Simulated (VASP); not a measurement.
# La (P6_3/mmc) in VASP: further runs

Aim: see how the results for La move with the level of theory and the settings. Levels: PBE, LDA. Tasks: single point.

All numbers are computed with VASP 6.6.1; they aren't measurements. Logs are shortened: lines on timing, memory, paths and dates and some standing lists are left out, and cuts for length are marked.

### Step 1. The cell of the first run

The structure is hexagonal, space group P6_3/mmc (No. 194). The conventional cell has a = 3.750 Å, b = 3.750 Å, c = 6.070 Å, α = 90.00°, β = 90.00°, γ = 120.00°. La (site symmetry -6m2) has 12 La at 3.73 to 3.75 Å within 4.9 Å.

### Step 2. Single point, PBE

Contents of INCAR:

```
ALGO = Fast
EDIFF = 1E-7
ENCUT = 520
GGA = PE
ISIF = 2
ISMEAR = 0
LASPH = True
LCHARG = True
LELF = True
LREAL = False
LVHAR = True
LWAVE = False
NBANDS = 18
NELM = 80
PREC = Accurate
SIGMA = 0.05
```

Contents of KPOINTS:

```
k-points
0
Gamma
  8 8 5
```

Contents of POSCAR:

```
La
1.0
    3.7500000000      0.0000000000      0.0000000000
   -1.8750000000      3.2475952642      0.0000000000
    0.0000000000      0.0000000000      6.0700000000
La
2
Direct
    0.6666666667      0.3333333333      0.7500000000
    0.3333333333      0.6666666667      0.2500000000
```

Potentials or basis: VASP PAW PBE potentials, release 64 (La).

On the command line:

```console
$ cat potpaw_PBE.64/La/POTCAR > POTCAR
$ mpirun -np 1 vasp_std > vasp.out
```

OUTCAR:

```text
EDIFF = 1E-7
   ENCUT = 520
   GGA = PE
   ISIF = 2
   ISMEAR = 0
   LASPH = True
   LREAL = False
   NELM = 80
   PREC = Accurate

 ion  position               nearest neighbor table
   1  0.667  0.333  0.750-
   2  0.333  0.667  0.250-

  LATTYP: Found a hexagonal cell.
 ALAT       =     3.7500000000
 C/A-ratio  =     1.6186666667

  Lattice vectors:

 A1 = (   3.7500000000,   0.0000000000,   0.0000000000)
 A2 = (  -1.8750000000,   3.2475952642,   0.0000000000)
 A3 = (   0.0000000000,   0.0000000000,   6.0700000000)

Analysis of symmetry for initial positions (statically):
=====================================================================
 Subroutine PRICEL returns:
 Original cell was already a primitive cell.

 Routine SETGRP: Setting up the symmetry group for a
 hexagonal supercell.

 Subroutine GETGRP returns: Found 24 space group operations
 (whereof 12 operations were pure point group operations)
 out of a pool of 24 trial point group operations.

The static configuration has the point symmetry D_3d.
 The point group associated with its full space group is D_6h.

Analysis of symmetry for dynamics (positions and initial velocities):
=====================================================================
 Subroutine PRICEL returns:
 Original cell was already a primitive cell.

 Routine SETGRP: Setting up the symmetry group for a
 hexagonal supercell.

 Subroutine GETGRP returns: Found 24 space group operations
 (whereof 12 operations were pure point group operations)
 out of a pool of 24 trial point group operations.

The dynamic configuration has the point symmetry D_3d.
 The point group associated with its full space group is D_6h.

 Subroutine INISYM returns: Found 24 space group operations
 (whereof 12 operations are pure point group operations),
 and found     1 'primitive' translations

----------------------------------------------------------------------------------------

                                     Primitive cell

  volume of cell :      73.9234

  direct lattice vectors                    reciprocal lattice vectors
[... 79 lines left out ...]
   ISTART =      0    job   : 0-new  1-cont  2-samecut
   ICHARG =      2    charge: 1-file 2-atom 10-const
   ISPIN  =      1    spin polarized calculation?
   LNONCOLLINEAR =      F non collinear calculations
   LSORBIT =      F    spin-orbit coupling
   LASPH  =      T    aspherical Exc in radial PAW
   ENCUT  =  520.0 eV  38.22 Ry    6.18 a.u.   6.97  6.97 11.29*2*pi/ulx,y,z
   NELM   =     80;   NELMIN=  2; NELMDL= -5     # of ELM steps
   EDIFF  = 0.1E-06   stopping-criterion for ELM
   LREAL  =      F    real-space projection
   EDIFFG = 0.1E-05   stopping-criterion for IOM
   NSW    =      0    number of steps for IOM
   IBRION =     -1    ionic relax: 0-MD 1-quasi-New 2-CG
   NFREE  =      0    steps in history (QN), initial steepest desc. (CG)
   ISIF   =      2    stress and relaxation
   ISYM   =      2    0-nonsym 1-usesym 2-fastsym
   POTIM  = 0.5000    time-step for ionic-motion
   TEBEG  =    0.0;   TEEND  =   0.0 temperature during run
   PSTRESS=    0.0 pullay stress
   NELECT =      22.0000    total number of electrons
   NUPDOWN=      -1.0000    fix difference up-down
   EMIN   =  10.00;   EMAX   =-10.00  energy-range for DOS
   EFERMI =   0.00;   METHOD = LEGACY
   ISMEAR =     0;   SIGMA  =   0.05  broadening in eV -4-tet -1-fermi 0-gaus
   EFERMI_NEDOS =   21; number of points for ismear=-14 and -15
   IALGO  =     68    algorithm
   IMIX   =      4    mixing-type and parameters
     AMIX     =   0.40;   BMIX     =  1.00
     AMIX_MAG =   1.60;   BMIX_MAG =  1.00
  volume/ion in A,a.u.               =      36.96       249.43
  Fermi-wavevector in a.u.,A,eV,Ry     =   1.093004  2.065478 16.254307  1.194658
  Thomas-Fermi vector in A             =   2.229281
   LORBIT       =      0    0 simple, 1 ext, 2 COOP (PROOUT), +10 PAW based schemes
   GGA     = PE    functional components
   LHFCALC =     F    Hartree Fock is set to
   AEXX    =    0.0000 exact exchange contribution
   IVDW    =     0    specifies the selected vdW correction
   LEPSILON=     F    determine dielectric tensor
   LRPA    =     F    only Hartree local field effects (RPA)
 non-spin polarized calculation
 RMM-DIIS sequential band-by-band and
 Gauss-broadening in eV      SIGMA  =   0.05
  energy-cutoff  :      520.00
  volume of cell :       73.92
 maximum number of plane-waves:      2008
 NGX is ok and might be reduce to    28
   NGX = 13   NGY = 13   NGZ = 23

 number of electron      21.9999997 magnetization

 Free energy of the ion-electron system (eV)
  ---------------------------------------------------
  ext. energy  EPLUGINS =         0.00000000
  ---------------------------------------------------
  free energy    TOTEN  =        -9.69657985 eV

  energy without entropy =       -9.69048823  energy(sigma->0) =       -9.69353404

 E-fermi :   7.9180     XC(G=0):  -9.5819

 val. band max:        7.8762952729   @ k =   0.1250   0.1250   0.0000
 cond. band min:       7.9233253324   @ k =   0.2500   0.0000   0.0000
 fundamental gap:      0.0470300594
 Fermi energy:         7.9179953189

 k-point     1 :       0.0000    0.0000    0.0000
  band No.  band energies     occupation
      1     -24.9589      2.00000
      2     -24.7528      2.00000
      3      -9.3529      2.00000
      4      -8.1395      2.00000
      5      -8.1395      2.00000
      6      -7.9526      2.00000
[... 481 lines left out ...]
      5      -8.4173      2.00000
      6      -8.3065      2.00000
[... 10 lines left out ...]
     17       9.6857      0.00000
     18       9.7536      0.00000

 [... further k-points ...]

------------------------ aborting loop because EDIFF is reached ----------------------------------------

  FORCE on cell =-STRESS in cart. coord.  units (eV):
  Direction    XX          YY          ZZ          XY          YZ          ZX
  --------------------------------------------------------------------------------------
  -------------------------------------------------------------------------------------
  Total        0.4263564      0.4263564      0.1836678      0.0000000      0.0000000     -0.0000000
  in kB        9.2406292      9.2406292      3.9807215      0.0000000      0.0000000     -0.0000000
  external PRESSURE =       7.4873266 kB  Pullay stress =       0.0000000 kB

 VOLUME and BASIS-vectors are now :
 -----------------------------------------------------------------------------
  energy-cutoff  :      520.00
  volume of cell :       73.92
      direct lattice vectors                 reciprocal lattice vectors
     3.750000000  0.000000000  0.000000000     0.266666667  0.153960072  0.000000000
    -1.875000000  3.247595264  0.000000000     0.000000000  0.307920144  0.000000000
     0.000000000  0.000000000  6.070000000     0.000000000  0.000000000  0.164744646

 POSITION                                       TOTAL-FORCE (eV/Angst)
 -----------------------------------------------------------------------------------
      1.87500      1.08253      4.55250         0.000000     -0.000000      0.000000
     -0.00000      2.16506      1.51750        -0.000000      0.000000      0.000000
 -----------------------------------------------------------------------------------
    total drift:                                0.000000     -0.000000      0.000000

  FREE ENERGIE OF THE ION-ELECTRON SYSTEM (eV)
  ---------------------------------------------------
  free  energy   TOTEN  =        -9.6965798471 eV

  energy  without entropy=       -9.6904882339  energy(sigma->0) =       -9.69353404
```

OSZICAR:

```text
N       E                     dE             d eps       ncg     rms          rms(c)
DAV:   1     0.247751265898E+03    0.24775E+03   -0.79987E+03  1096   0.167E+03
DAV:   2     0.266648495665E+02   -0.22109E+03   -0.21800E+03  1528   0.309E+02
DAV:   3    -0.642273480259E+01   -0.33088E+02   -0.32543E+02  1792   0.135E+02
[... 41 lines left out ...]
RMM:  45    -0.969657938706E+01   -0.17159E-06   -0.13130E-06  1226   0.745E-03    0.231E-04
RMM:  46    -0.969657952638E+01   -0.13932E-06   -0.11983E-06  1215   0.683E-03    0.121E-04
RMM:  47    -0.969657964984E+01   -0.12346E-06   -0.11064E-06  1198   0.670E-03    0.239E-05
RMM:  48    -0.969657975323E+01   -0.10339E-06   -0.10199E-06  1175   0.648E-03    0.281E-05
RMM:  49    -0.969657984715E+01   -0.93919E-07   -0.93907E-07  1163   0.643E-03
   1 F= -.96965798E+01 E0= -.96935340E+01  d E =-.609161E-02
```

stdout:

```text
POSCAR found type information on POSCAR La
 POSCAR found :  1 types and       2 ions
 scaLAPACK will be used
 LDA part: xc-table for (Slater+PW92), standard interpolation
 POSCAR, INCAR and KPOINTS ok, starting setup
 FFT: planning ... GRIDC
 FFT: planning ... GRID_SOFT
 FFT: planning ... GRID
 WAVECAR not read
 entering main loop
WARNING in EDDRMM: call to ZHEGV failed, returncode =   6  3     10
WARNING in EDDRMM: call to ZHEGV failed, returncode =   6  3     10
WARNING in EDDRMM: call to ZHEGV failed, returncode =   8  4      1
WARNING in EDDRMM: call to ZHEGV failed, returncode =   8  4      2
WARNING in EDDRMM: call to ZHEGV failed, returncode =   8  4      2
WARNING in EDDRMM: call to ZHEGV failed, returncode =   8  4      1
WARNING in EDDRMM: call to ZHEGV failed, returncode =   8  4      2
WARNING in EDDRMM: call to ZHEGV failed, returncode =   8  4      1
WARNING in EDDRMM: call to ZHEGV failed, returncode =   8  4      2
WARNING in EDDRMM: call to ZHEGV failed, returncode =   8  4      1
WARNING in EDDRMM: call to ZHEGV failed, returncode =   8  4      2
```

Run time: 2.7 min. Hardware: 1 thread of Intel Xeon Platinum 8259CL at 2.50GHz (Skylake/Cascade Lake), shared host; peak memory 0.21 GiB.

Results:

* Free energy: -9.6966 eV
* Pressure: 0.7 GPa
* Band gap on the k mesh: zero (bands 11 and 12 overlap by 1.30 eV)

Caveat: spin-orbit coupling is left out, which moves the levels of the heavy elements.

### Step 3. Single point, LDA

Contents of INCAR:

```
  PREC = Accurate
  ENCUT = 520
  EDIFF = 1E-7
  ISMEAR = 0
  SIGMA = 0.05
  LREAL = False
  LASPH = True
  NELM = 100
  ALGO = Fast
  ISIF = 2
  LWAVE = False
  LCHARG = False
  NBANDS = 18
```

Contents of KPOINTS:

```
regular mesh
0
Gamma
  8 8 5
```

POSCAR is that of step 2.

Potentials or basis: VASP PAW LDA potentials, release 64 (La).

On the command line:

```console
$ cat potpaw_LDA.64/La/POTCAR > POTCAR
$ mpirun -np 1 vasp_std > vasp.out
```

Wall time 3.4 min (1 thread of Intel Xeon Platinum 8259CL at 2.50GHz (Skylake/Cascade Lake), shared host); peak memory 0.19 GiB.

It converged, with:

```yaml
Free_energy: -10.9773 eV
Pressure: -2.9 GPa
Band_gap_on_the_k_mesh: zero (bands 11 and 12 overlap by 1.21 eV)
```

Stress tensor (GPa, compression positive):
```
-2.71  0.00  0.00
 0.00 -2.71  0.00
 0.00  0.00 -3.17
```

Levels at points of the mesh, in eV from the Fermi level:
| k point | band 7 | band 8 | band 9 | band 10 | band 11 | band 12 | band 13 | band 14 | band 15 | band 16 |
| --- | --- | --- | --- | --- | --- | --- | --- | --- | --- | --- |
| (0.00, 0.00, 0.00) | -15.74 | -15.72 | -3.20 | -1.78 | 0.98 | 1.28 | 1.28 | 1.35 | 1.44 | 1.55 |
| (0.50, 0.00, 0.00) | -16.08 | -15.91 | -1.61 | -1.18 | -1.14 | 1.16 | 1.20 | 1.24 | 1.30 | 1.65 |

Caveat: spin-orbit coupling is left out, which moves the levels of the heavy elements.

The gap in the log of VASP goes by the Fermi energy; the results here count the filled bands.